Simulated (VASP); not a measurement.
# Ni in VASP: notebook

Aim: see how the results for Ni move with the level of theory and the settings. Levels: PBE, revPBE. Tasks: single point.

Everything below comes from runs of VASP 6.6.1. Logs are shortened: lines on timing, memory, paths and dates and some standing lists are left out, and cuts for length are marked.

## Step 1: The cell of the first run

The cell holds a slab with vacuum, 3 atoms: a = 2.488 Å, b = 3.519 Å, c = 18.488 Å, α = 90.00°, β = 90.00°, γ = 90.00°.

## Step 2: Single point, PBE, collinear spin, ferromagnetic start

INCAR

```
PREC = Accurate
ENCUT = 520
EDIFF = 1E-6
ISMEAR = -1
SIGMA = 0.05
LREAL = F
LASPH = T
NELM = 200
ALGO = Normal
ISIF = 2
LWAVE = F
LCHARG = T
ISPIN = 2
MAGMOM = 1 1 1
LORBIT = 11
LMAXMIX = 4
LDIPOL = T
IDIPOL = 3
DIPOL = 0.5 0.5 0.500
GGA = PE
LELF = T
LVHAR = T
LVACPOTAV = T
NBANDS = 26
EFIELD = -0.2
GGA_COMPAT = F
NELMDL = -8
```

KPOINTS

```
regular mesh
0
Gamma
  15 10 1
```

POSCAR

```
Ni
1.0
    2.4880368655      0.0000000000      0.0000000000
    0.0000000000      3.5186154789      0.0000000000
    0.0000000000      0.0000000000     18.4880000000
Ni
3
Direct
    0.0000000000      0.0000000000      0.4376885799
    0.5000000000      0.5000000000      0.5000000073
    0.0000000000      0.0000000000      0.5623114128
```

Potentials or basis: VASP PAW PBE potentials, release 64 (Ni).

Launch:

```sh
cat potpaw_PBE.64/Ni/POTCAR > POTCAR
mpirun -np 1 vasp_std > vasp.out
```

OUTCAR:

```text
PREC = Accurate
   ENCUT = 520
   EDIFF = 1E-6
   ISMEAR = -1
   LREAL = F
   LASPH = T
   NELM = 200
   ISIF = 2
   ISPIN = 2
   LORBIT = 11
   GGA = PE
   NELMDL = -8

 ion  position               nearest neighbor table
   1  0.000  0.000  0.438-   3 2.30   2 2.44   2 2.44   2 2.44   2 2.44
   2  0.500  0.500  0.500-   3 2.44   3 2.44   3 2.44   3 2.44   1 2.44   1 2.44   1 2.44   1 2.44

   3  0.000  0.000  0.562-   1 2.30   2 2.44   2 2.44   2 2.44   2 2.44

  LATTYP: Found a simple orthorhombic cell.
 ALAT       =     2.4880368655
 B/A-ratio  =     1.4142135624
 C/A-ratio  =     7.4307580633

  Lattice vectors:

 A1 = (   2.4880368655,   0.0000000000,   0.0000000000)
 A2 = (   0.0000000000,   3.5186154789,   0.0000000000)
 A3 = (   0.0000000000,   0.0000000000,  18.4880000000)

Analysis of symmetry for initial positions (statically):
=====================================================================
 Subroutine PRICEL returns:
 Original cell was already a primitive cell.

 Routine SETGRP: Setting up the symmetry group for a
 simple orthorhombic supercell.

 Subroutine GETGRP returns: Found  8 space group operations
 (whereof  8 operations were pure point group operations)
 out of a pool of  8 trial point group operations.

The static configuration has the point symmetry D_2h.

Analysis of symmetry for dynamics (positions and initial velocities):
=====================================================================
 An external electric field (EFIELD) may reduce the allowed symmetry operations
 Subroutine PRICEL returns:
 Original cell was already a primitive cell.

 Routine SETGRP: Setting up the symmetry group for a
 simple orthorhombic supercell.

 Subroutine GETGRP returns: Found  4 space group operations
 (whereof  4 operations were pure point group operations)
 out of a pool of  8 trial point group operations.

The dynamic configuration has the point symmetry C_2v.

Analysis of structural, dynamic, and magnetic symmetry:
=====================================================================
 Subroutine PRICEL returns:
 Original cell was already a primitive cell.

 Routine SETGRP: Setting up the symmetry group for a
 simple orthorhombic supercell.

 Subroutine GETGRP returns: Found  4 space group operations
 (whereof  4 operations were pure point group operations)
 out of a pool of  8 trial point group operations.

The overall configuration has the point symmetry C_2v.

 Subroutine INISYM returns: Found  4 space group operations
 (whereof  4 operations are pure point group operations),
 and found     1 'primitive' translations

----------------------------------------------------------------------------------------

                                     Primitive cell

  volume of cell :     161.8522

  direct lattice vectors                    reciprocal lattice vectors
     2.488036865  0.000000000  0.000000000     0.401923305  0.000000000  0.000000000
     0.000000000  3.518615479  0.000000000     0.000000000  0.284202694  0.000000000
     0.000000000  0.000000000 18.488000000     0.000000000  0.000000000  0.054089139

  length of vectors
     2.488036865  3.518615479 18.488000000     0.401923305  0.284202694  0.054089139

  position of ions in fractional coordinates (direct lattice)
     0.000000000  0.000000000  0.437688580
     0.500000000  0.500000000  0.500000007
     0.000000000  0.000000000  0.562311413

  ion indices of the primitive-cell ions
   primitive index   ion index
                 1           1
                 2           2
                 3           3

----------------------------------------------------------------------------------------

 KPOINTS: regular mesh

Automatic generation of k-mesh.
 Grid dimensions read from file:
 generate k-points for:   15   10    1

 Generating k-lattice:

  Cartesian coordinates                     Fractional coordinates (reciprocal lattice)
     0.026794887  0.000000000  0.000000000     0.066666667  0.000000000  0.000000000
     0.000000000  0.028420269  0.000000000     0.000000000  0.100000000  0.000000000
     0.000000000  0.000000000  0.054089139     0.000000000  0.000000000  1.000000000

  Length of vectors
     0.026794887  0.028420269  0.054089139

  Shift w.r.t. Gamma in fractional coordinates (k-lattice)
     0.000000000  0.000000000  0.000000000

 Subroutine IBZKPT returns following result:
 ===========================================

 Found     48 irreducible k-points:

 Following reciprocal coordinates:
            Coordinates               Weight
  0.000000  0.000000  0.000000      1.000000
  0.066667  0.000000  0.000000      2.000000
  0.133333  0.000000  0.000000      2.000000
  0.200000  0.000000  0.000000      2.000000
  0.266667  0.000000  0.000000      2.000000
  0.333333  0.000000  0.000000      2.000000
[... 16 lines left out ...]
  0.400000  0.200000  0.000000      4.000000
  0.466667  0.200000  0.000000      4.000000
 [... further k-points ...]
   k-points           NKPTS =     48   k-points in BZ     NKDIM =     48   number of bands    NBANDS=     26
   number of dos      NEDOS =    301   number of ions     NIONS =      3
   total plane-waves  NPLWV =  78400
   dimension x,y,z NGX =    20 NGY =   28 NGZ =  140
   dimension x,y,z NGXF=    40 NGYF=   56 NGZF=  280
   ions per type =               3
   NGX,Y,Z   is equivalent  to a cutoff of  13.36, 13.23, 12.59 a.u.
   NGXF,Y,Z  is equivalent  to a cutoff of  26.73, 26.46, 25.18 a.u.
 SYSTEM =  unknown system
   PREC   = accura    normal or accurate (medium, high low for compatibility)
   ISTART =      0    job   : 0-new  1-cont  2-samecut
   ICHARG =      2    charge: 1-file 2-atom 10-const
   ISPIN  =      2    spin polarized calculation?
   LNONCOLLINEAR =      F non collinear calculations
   LSORBIT =      F    spin-orbit coupling
   LASPH  =      T    aspherical Exc in radial PAW
   ENCUT  =  520.0 eV  38.22 Ry    6.18 a.u.   4.63  6.54 34.38*2*pi/ulx,y,z
   NELM   =    200;   NELMIN=  2; NELMDL= -8     # of ELM steps
   EDIFF  = 0.1E-05   stopping-criterion for ELM
   LREAL  =      F    real-space projection
   EDIFFG = 0.1E-04   stopping-criterion for IOM
   NSW    =      0    number of steps for IOM
   IBRION =     -1    ionic relax: 0-MD 1-quasi-New 2-CG
   NFREE  =      0    steps in history (QN), initial steepest desc. (CG)
   ISIF   =      2    stress and relaxation
   ISYM   =      2    0-nonsym 1-usesym 2-fastsym
   POTIM  = 0.5000    time-step for ionic-motion
   TEBEG  =    0.0;   TEEND  =   0.0 temperature during run
   PSTRESS=    0.0 pullay stress
   NELECT =      30.0000    total number of electrons
   NUPDOWN=      -1.0000    fix difference up-down
   EMIN   =  10.00;   EMAX   =-10.00  energy-range for DOS
   EFERMI =   0.00;   METHOD = LEGACY
   ISMEAR =    -1;   SIGMA  =   0.05  broadening in eV -4-tet -1-fermi 0-gaus
   EFERMI_NEDOS =   21; number of points for ismear=-14 and -15
   IALGO  =     38    algorithm
   IMIX   =      4    mixing-type and parameters
     AMIX     =   0.40;   BMIX     =  1.00
     AMIX_MAG =   1.60;   BMIX_MAG =  1.00
  volume/ion in A,a.u.               =      53.95       364.08
  Fermi-wavevector in a.u.,A,eV,Ry     =   0.933417  1.763902 11.854313  0.871267
  Thomas-Fermi vector in A             =   2.060116
   LORBIT       =     11    0 simple, 1 ext, 2 COOP (PROOUT), +10 PAW based schemes
   GGA     = PE    functional components
   LHFCALC =     F    Hartree Fock is set to
   AEXX    =    0.0000 exact exchange contribution
   IVDW    =     0    specifies the selected vdW correction
   LEPSILON=     F    determine dielectric tensor
   LRPA    =     F    only Hartree local field effects (RPA)
 spin polarized calculation
  energy-cutoff  :      520.00
  volume of cell :      161.85
 maximum number of plane-waves:      4399
 NGX is ok and might be reduce to    20
   NGX =  9   NGY = 13   NGZ = 69

 number of electron      29.9999989 magnetization       2.2961634

 dipolmoment           0.000000      0.000000     -0.050810 electrons x Angstroem

 Free energy of the ion-electron system (eV)
  ---------------------------------------------------
  ext. energy  EPLUGINS =         0.00000000
  ---------------------------------------------------
  free energy    TOTEN  =       -14.00388529 eV

  energy without entropy =      -13.95638697  energy(sigma->0) =      -13.98013613

 E-fermi :  -1.5764     XC(G=0):  -3.7378

 val. band max:       -1.5786274940   @ k =   0.2667   0.5000   0.0000
 cond. band min:      -1.5761564806   @ k =   0.3333   0.3000   0.0000
 fundamental gap:      0.0024710134
 Fermi energy:        -1.5764044835

 spin component 1

 k-point     1 :       0.0000    0.0000    0.0000
  band No.  band energies     occupation
      1      -8.9599      1.00000
      2      -5.6495      1.00000
      3      -5.4603      1.00000
      4      -5.1050      1.00000
      5      -4.0845      1.00000
      6      -4.0573      1.00000
[... 18 lines left out ...]
     25       7.0231      0.00000
     26       8.2466      0.00000
[... 644 lines left out ...]
      4      -4.8385      1.00000
      5      -4.5671      1.00000
      6      -4.4907      1.00000
[... 18 lines left out ...]
     25       8.6649      0.00000
     26       9.4359      0.00000

 [... further k-points ...]

 spin component 2

 k-point     1 :       0.0000    0.0000    0.0000
  band No.  band energies     occupation
      1      -8.9577      1.00000
      2      -5.1689      1.00000
      3      -5.1322      1.00000
      4      -4.3627      1.00000
      5      -3.5545      1.00000
      6      -3.3631      1.00000
[... 18 lines left out ...]
     25       7.0731      0.00000
     26       8.4280      0.00000
[... 644 lines left out ...]
      4      -4.1350      1.00000
      5      -4.0038      1.00000
      6      -3.8901      1.00000
[... 18 lines left out ...]
     25       8.8679      0.00000
     26       9.4919      0.00000

 [... further k-points ...]

------------------------ aborting loop because EDIFF is reached ----------------------------------------

  FORCE on cell =-STRESS in cart. coord.  units (eV):
  Direction    XX          YY          ZZ          XY          YZ          ZX
  --------------------------------------------------------------------------------------
  -------------------------------------------------------------------------------------
  Total       -1.7685297     -1.3958678     -0.0196436      0.0000000      0.0000000      0.0000000
  in kB      -17.5067041    -13.8177179     -0.1944526      0.0000000      0.0000000      0.0000000
  external PRESSURE =     -10.5062915 kB  Pullay stress =       0.0000000 kB

 VOLUME and BASIS-vectors are now :
 -----------------------------------------------------------------------------
  energy-cutoff  :      520.00
  volume of cell :      161.85
      direct lattice vectors                 reciprocal lattice vectors
     2.488036865  0.000000000  0.000000000     0.401923305  0.000000000  0.000000000
     0.000000000  3.518615479  0.000000000     0.000000000  0.284202694  0.000000000
     0.000000000  0.000000000 18.488000000     0.000000000  0.000000000  0.054089139

 POSITION                                       TOTAL-FORCE (eV/Angst)
 -----------------------------------------------------------------------------------
      0.00000      0.00000      8.09199         0.000000      0.000000      0.008671
      1.24402      1.75931      9.24400         0.000000      0.000000     -0.010818
      0.00000      0.00000     10.39601         0.000000      0.000000      0.002147
 -----------------------------------------------------------------------------------
    total drift:                               -0.000000      0.000000      0.000109

  FREE ENERGIE OF THE ION-ELECTRON SYSTEM (eV)
  ---------------------------------------------------
  free  energy   TOTEN  =       -14.0038852931 eV

  energy  without entropy=      -13.9563869691  energy(sigma->0) =      -13.98013613

 total charge

# of ion       s       p       d       tot
------------------------------------------
    1        0.483   0.328   8.334   9.145
    2        0.504   0.466   8.306   9.277
    3        0.483   0.326   8.334   9.143
--------------------------------------------------
tot          1.470   1.120  24.974  27.565

 magnetization (x)

# of ion       s       p       d       tot
------------------------------------------
    1        0.002  -0.009   0.811   0.804
    2       -0.005  -0.023   0.683   0.656
    3        0.002  -0.009   0.818   0.810
--------------------------------------------------
tot         -0.001  -0.041   2.312   2.270
```

Run time: 23 min. Hardware: 1 thread of Intel Xeon 8259CL, shared host; peak memory 0.5 GiB.

Results:

- Free energy: -14.0039 eV
- Largest force: 0.011 eV/Å
- Net moment: 2.30 μB per cell
- Site moments: Ni +0.80, +0.66, +0.81 μB
- Valence electrons inside the program's atomic spheres: Ni 9.14, 9.28 (each value once)

Forces in eV/Å, atoms in the order of the input:
```
Ni   0.000  0.000  0.009
Ni   0.000  0.000 -0.011
Ni   0.000  0.000  0.002
```

## Step 3: Single point, PBE, collinear spin, ferromagnetic start

INCAR

```
SYSTEM = Ni
PREC     = Accurate       ! precision mode
ENCUT    = 520            ! plane-wave cutoff, eV
EDIFF    = 1E-6           ! SCF threshold, eV
ISMEAR   = -1             ! smearing method
SIGMA    = 0.05           ! smearing width, eV
LREAL    = .FALSE.        ! projectors in reciprocal space
LASPH    = .TRUE.         ! aspherical terms in the spheres
NELM     = 200            ! most SCF steps
ALGO     = Normal         ! electronic algorithm
ISIF     = 2              ! what is computed and relaxed
LWAVE    = .FALSE.        ! write WAVECAR
LCHARG   = .FALSE.        ! write CHGCAR
ISPIN    = 2              ! spin polarisation
MAGMOM   = 1 1 1          ! initial moments
LORBIT   = 11             ! projections on sites
LMAXMIX  = 4              ! l up to which the mixer works
LDIPOL   = .TRUE.       
IDIPOL   = 3            
DIPOL    = 0.5 0.5 0.500
GGA      = PE             ! functional
NBANDS   = 26             ! bands
GGA_COMPAT= .FALSE.      
NELMDL   = -8
```

KPOINTS

```
Automatic mesh
0
G
  15 10 1
  0 0 0
```

POSCAR is that of step 2.

Potentials or basis: VASP PAW PBE potentials, release 64 (Ni).

Launch:

```sh
cat potpaw_PBE.64/Ni/POTCAR > POTCAR
mpirun -np 1 vasp_std > vasp.out
```

Run time: 9.5 min. Hardware: 1 thread of Intel Xeon Platinum 8488C (Sapphire Rapids), shared host; peak memory 0.5 GiB.

It converged, with:

```
Free energy                                           : -13.9988 eV
Largest force                                         : 0.005 eV/Å
Net moment                                            : 2.30 μB per cell
Site moments                                          : Ni +0.81, +0.66 (each value once) μB
Valence electrons inside the program's atomic spheres : Ni 9.14, 9.28 (each value once)
```

Forces in eV/Å, atoms in the order of the input:
```
Ni   0.000  0.000  0.005
Ni   0.000  0.000  0.000
Ni   0.000  0.000 -0.005
```

Levels at points of the mesh, in eV from the Fermi level:
Spin up:
```
           k point  band 14  band 15  band 16  band 17  band 18  band 19
(0.00, 0.00, 0.00)    -1.13    -1.04    -0.70    -0.52     1.39     3.98
(0.00, 0.50, 0.00)    -0.78    -0.75    -0.60    -0.52     0.73     1.37
```
Spin down:
```csv
k point,band 12,band 13,band 14,band 15,band 16,band 17
"(0.00, 0.00, 0.00)",-0.63,-0.35,-0.23,-0.15,-0.04,0.44
"(0.00, 0.50, 0.00)",-0.42,-0.14,-0.04,0.03,0.15,0.38
```

## Step 4: Single point, revPBE, collinear spin, ferromagnetic start

INCAR

```
PREC     = Accurate       # precision mode
ENCUT    = 520            # plane-wave cutoff, eV
EDIFF    = 1E-6           # SCF threshold, eV
ISMEAR   = -1             # smearing method
SIGMA    = 0.05           # smearing width, eV
LREAL    = False          # projectors in reciprocal space
LASPH    = True           # aspherical terms in the spheres
NELM     = 200            # most SCF steps
ALGO     = Normal         # electronic algorithm
ISIF     = 2              # what is computed and relaxed
LWAVE    = False          # write WAVECAR
LCHARG   = False          # write CHGCAR
ISPIN    = 2              # spin polarisation
MAGMOM   = 1 1 1          # initial moments
LORBIT   = 11             # projections on sites
LMAXMIX  = 4              # l up to which the mixer works
LDIPOL   = True         
IDIPOL   = 3            
DIPOL    = 0.5 0.5 0.500
GGA      = RE             # functional
NBANDS   = 26             # bands
GGA_COMPAT= False        
NELMDL   = -8
```

KPOINTS

```
Automatic mesh
0
Gamma
  15 10 1
```

POSCAR is that of step 3.

Launch:

```sh
cat potpaw_PBE.64/Ni/POTCAR > POTCAR
mpirun -np 1 vasp_std > vasp.out
```

Wall time 8 min (1 thread of Intel Xeon 6975P-C (Granite Rapids), shared host); peak memory 0.5 GiB.

The run converged. Its results:

- Free energy: -12.9811 eV
- Largest force: 0.199 eV/Å
- Net moment: 2.30 μB per cell
- Site moments: Ni +0.81, +0.66 (each value once) μB
- Valence electrons inside the program's atomic spheres: Ni 9.14, 9.27 (each value once)

Forces on the atoms (eV/Å):
```
Ni   0.000  0.000 -0.199
Ni   0.000  0.000  0.000
Ni   0.000  0.000  0.199
```

Levels at points of the mesh, in eV from the Fermi level:
Spin up:
| k point | band 14 | band 15 | band 16 | band 17 | band 18 | band 19 |
| --- | --- | --- | --- | --- | --- | --- |
| (0.00, 0.00, 0.00) | -1.16 | -1.05 | -0.71 | -0.53 | 1.39 | 3.83 |
| (0.00, 0.50, 0.00) | -0.79 | -0.76 | -0.61 | -0.53 | 0.72 | 1.36 |
Spin down:
```
           k point  band 12  band 13  band 14  band 15  band 16  band 17
(0.00, 0.00, 0.00)    -0.63    -0.36    -0.22    -0.12    -0.05     0.44
(0.00, 0.50, 0.00)    -0.42    -0.16    -0.05     0.03     0.18     0.38
```

Caveat: the PAW data sets were made with another functional, which shifts forces and pressure a little.

## Step 5: The runs side by side

| level | electric field (eV/Å) | gap on the mesh (eV) | moment (μB) | largest force (eV/Å) |
| --- | --- | --- | --- | --- |
| PBE | -0.2 eV/Å | none | 2.30 | 0.01 |
| PBE | - | none | 2.30 | - |
| revPBE | - | none | 2.30 | 0.20 |

Alike in all rows: task single point; potentials or basis VASP PAW PBE potentials, release 64 (Ni); spin collinear, ferromagnetic start; cell as given; k mesh 15 × 10 × 1; cutoff (eV) 520; smearing fermi-dirac 0.05 eV.

Caveats: the PAW data sets were made with another functional, which shifts forces and pressure a little (at least some runs).

Total energies depend on the potentials used, so only differences within one code and one set of settings carry meaning.
